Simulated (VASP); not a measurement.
Set up this calculation in VASP 6.6.1, as the native input.

* Task: single point
* Functional: PBE
* Potentials or basis: VASP PAW PBE potentials, release 64 (Zn)
* Cutoff: 400 eV
* k mesh: 16 × 16 × 1
* Occupations: fermi-dirac, width 0.08 eV
* Spin: no spin polarisation
* Dipole correction: yes
* Further INCAR settings: ALGO = Normal; EDIFF = 1e-06; NBANDS = 12; NELMDL = -8

The structure of Zn lies in POSCAR:

```
Zn
1.0
    2.6356265393      0.0000000000      0.0000000000
   -1.3178132696      2.2825195379      0.0000000000
    0.0000000000      0.0000000000     16.0000000000
Zn
1
Direct
    0.0000000000      0.0000000000      0.5000000000
```

These files were run (other wordings do the same):

INCAR

```
SYSTEM = Zn
PREC = Accurate
ENCUT = 400
EDIFF = 1E-6
ISMEAR = -1
SIGMA = 0.08
LREAL = .False.
LASPH = .True.
NELM = 120
ALGO = Normal
ISIF = 2
LWAVE = .False.
LCHARG = .False.
LDIPOL = .True.
IDIPOL = 3
DIPOL = 0.5 0.5 0.500
GGA = PE
NBANDS = 12
GGA_COMPAT = .False.
NELMDL = -8
```

KPOINTS

```
regular mesh
0
Gamma
  16 16 1
  0 0 0
```

Potentials or basis: VASP PAW PBE potentials, release 64 (Zn).

The run is started by

```console
$ cat potpaw_PBE.64/Zn/POTCAR > POTCAR
$ mpirun -np 1 vasp_std > vasp.out
```

Results of the run:

| Quantity | Value |
| --- | --- |
| Band gap on the k mesh | zero (bands 6 and 7 overlap by 2.43 eV) |

It took 65 s on 1 thread of AMD EPYC 7R13 (shared host), peak memory 0.15 GiB.
